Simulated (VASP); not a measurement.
Runs of VASP 6.6.1 on Sc. The structure is that of space group P6_3/mmc (No. 194), or close to it. The cells are those of the table. 

```tsv
task	cell	k mesh	cutoff (eV)	gap on the mesh (eV)	pressure (GPa)	relaxed volume (Å³/atom)
relaxation of shape and atoms at fixed volume	relaxed from a = 3.286, b = 3.286, c = 5.110 Å, angles 90.0, 90.0, 120.0°, 2 atoms	15 × 15 × 8	600	none	1.8	-
relaxation of shape and atoms at fixed volume	relaxed from a = 3.252, b = 3.252, c = 5.057 Å, angles 90.0, 90.0, 120.0°, 2 atoms	15 × 15 × 8	600	none	3.8	-
relaxation of cell and atoms	relaxed from a = 3.309, b = 3.309, c = 5.273 Å, angles 90.0, 90.0, 120.0°, 2 atoms	15 × 15 × 8	600	none	0.0	24.67
relaxation of cell and atoms	relaxed from a = 3.309, b = 3.309, c = 5.273 Å, angles 90.0, 90.0, 120.0°, 2 atoms	12 × 12 × 8	600	none	0.0	(a)
relaxation of shape and atoms at fixed volume	relaxed from a = 3.352, b = 3.352, c = 5.214 Å, angles 90.0, 90.0, 120.0°, 2 atoms	15 × 15 × 8	600	none	-1.4	-
single point	a = 3.319, b = 3.319, c = 5.166 Å, angles 90.0, 90.0, 120.0°, 2 atoms	12 × 12 × 8	520	none	0.0	-
relaxation of shape and atoms at fixed volume	relaxed from a = 3.385, b = 3.385, c = 5.264 Å, angles 90.0, 90.0, 120.0°, 2 atoms	15 × 15 × 8	600	none	-2.8	-
```

Alike in all rows: level PBE; potentials or basis VASP PAW PBE potentials, release 64 (Sc_sv); no spin polarisation; smearing gaussian 0.1 eV.

Estimate the missing entries.

(a) 24.66.

A gap of «none» marks levels without a gap at the run's occupations.
